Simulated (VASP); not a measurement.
GaN: single point with PBEsol

The system is GaN.

```
CELL_PARAMETERS angstrom
0.00000 2.21994 2.21994
2.21994 0.00000 2.21994
2.21994 2.21994 0.00000
ATOMIC_POSITIONS crystal
Ga 0.00000 0.00000 0.00000
N 0.25000 0.25000 0.25000
```

| Quantity | Value |
| --- | --- |
| Program | VASP 6.6.1 |
| Task | single point |
| Functional | PBEsol |
| Potentials or basis | VASP PAW PBE potentials, release 64 (Ga_d, N) |
| Cutoff | 600 eV |
| k mesh | 8 × 8 × 8 |
| Occupations | gaussian, width 0.01 eV |
| Spin | no spin polarisation |
| Dipole correction | no |
| Further INCAR settings | ALGO = Normal; EDIFF = 1e-06; NBANDS = 16 |

| Property | Result |
| --- | --- |
| Pressure | 7.6 GPa |
| Band gap on the k mesh | 1.97 eV |

Levels at points of the mesh, in eV from the valence-band top:
| k point | band 6 | band 7 | band 8 | band 9 | band 10 | band 11 | band 12 | band 13 |
| --- | --- | --- | --- | --- | --- | --- | --- | --- |
| (0.00, 0.00, 0.00) | -13.08 | 0.00 | 0.00 | 0.00 | 1.97 | 10.48 | 10.48 | 10.48 |
| (0.50, 0.00, 0.00) | -11.83 | -7.42 | -1.04 | -1.04 | 4.87 | 8.85 | 10.50 | 10.50 |
| (0.50, 0.50, 0.00) | -11.41 | -6.37 | -2.90 | -2.90 | 3.23 | 6.82 | 11.91 | 14.36 |

Wall time 16 s on 1 thread of Intel(R) Xeon(R) Platinum 8488C (Sapphire Rapids) (shared host), peak memory 0.16 GiB.

Caveat: the cell stands under pressure; the PAW data sets were made with another functional, which shifts forces and pressure a little.
